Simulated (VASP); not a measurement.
Runs of VASP 6.6.1 on Al. The structure is that of space group Fm-3m (No. 225), or close to it. The cells are those of the table. 

```csv
task,level,potentials or basis,cell,k mesh,cutoff (eV),gap on the mesh (eV),pressure (GPa),relaxed volume (Å³/atom)
relaxation of cell and atoms,PBEsol,"VASP PAW PBE potentials, release 64 (Al)","relaxed from a = 2.864 Å, angles 60.0°, 1 atom",23 × 23 × 23,600,none,0.0,16.19
relaxation of cell and atoms,LDA,"VASP PAW LDA potentials, release 64 (Al)","relaxed from a = 2.864 Å, angles 60.0°, 1 atom",23 × 23 × 23,600,none,0.0,15.81
single point,PBE,"VASP PAW PBE potentials, release 64 (Al)","a = 2.857 Å, angles 60.0°, 1 atom",34 × 34 × 34,520,none,0.0,-
relaxation of cell and atoms,PBE,"VASP PAW PBE potentials, release 64 (Al)","relaxed from a = 2.864 Å, angles 60.0°, 1 atom",23 × 23 × 23,600,none,0.0,16.48
single point,PBEsol,"VASP PAW PBE potentials, release 64 (Al)","a = 2.839 Å, angles 60.0°, 1 atom",34 × 34 × 34,520,none,0.0,-
single point,LDA,"VASP PAW LDA potentials, release 64 (Al)","a = 2.816 Å, angles 60.0°, 1 atom",23 × 23 × 23,520,none,0.1,-
single point,PBEsol,"VASP PAW PBE potentials, release 64 (Al)","a = 2.839 Å, angles 60.0°, 1 atom",23 × 23 × 23,520,none,0.1,-
single point,LDA,"VASP PAW LDA potentials, release 64 (Al)","a = 2.816 Å, angles 60.0°, 1 atom",35 × 35 × 35,520,none,0.1,-
single point,PBE,"VASP PAW PBE potentials, release 64 (Al)","a = 2.857 Å, angles 60.0°, 1 atom",23 × 23 × 23,520,none,0.0,-
single point,r2SCAN,"VASP PAW PBE potentials, release 64 (Al)","a = 2.822 Å, angles 60.0°, 1 atom",23 × 23 × 23,520,none,(a),-
```

Alike in all rows: no spin polarisation; smearing methfessel-paxton 0.1 eV.

Q: Fill in the values left out.

A: (a) -0.2.

Caveats: the PAW data sets were made with another functional, which shifts forces and pressure a little (some runs).

A gap of «none» marks levels without a gap at the run's occupations.
